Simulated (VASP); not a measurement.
WS, 2 atoms in the cell. Symmetry: Pm-3m, No. 221, cubic system. Conventional cell: a = 3.029 Å, b = 3.029 Å, c = 3.029 Å, α = 90.00°, β = 90.00°, γ = 90.00°. Within 3.5 Å of W (site symmetry m-3m) lie 8 S at 2.62 Å and 6 W at 3.03 Å. S (site symmetry m-3m) has 8 W at 2.62 Å and 6 S at 3.03 Å within 3.5 Å. 

| Quantity | Value |
| --- | --- |
| Program | VASP 6.6.1 |
| Task | single point |
| Functional | B3LYP |
| Potentials or basis | VASP PAW PBE potentials, release 64 (W_sv, S) |
| Cutoff | 520 eV |
| k mesh | 5 × 5 × 5 |
| Occupations | fermi-dirac, width 0.05 eV |
| Spin | no spin polarisation |
| Dipole correction | no |
| Grid for exact exchange (PRECFOCK) | Normal |
| Further INCAR settings | ALGO = Normal; EDIFF = 1e-06; NBANDS = 17 |

Potentials or basis: VASP PAW PBE potentials, release 64 (W_sv, S).

Launch:

```bash
$ cat potpaw_PBE.64/W_sv/POTCAR potpaw_PBE.64/S/POTCAR > POTCAR
$ cp INCAR.step1 INCAR
$ mpirun -np 1 vasp_std > vasp.out
$ cp INCAR.step2 INCAR
$ mpirun -np 1 vasp_std > vasp.out
```

Hardware: 1 thread of Intel Xeon 6975P-C, on a shared host.

Q: Estimate the wall time of this run.

A: It took 12 min on 1 thread of Intel Xeon 6975P-C, with other jobs on the host, peak memory 0.15 GiB. Counts: k points 10.
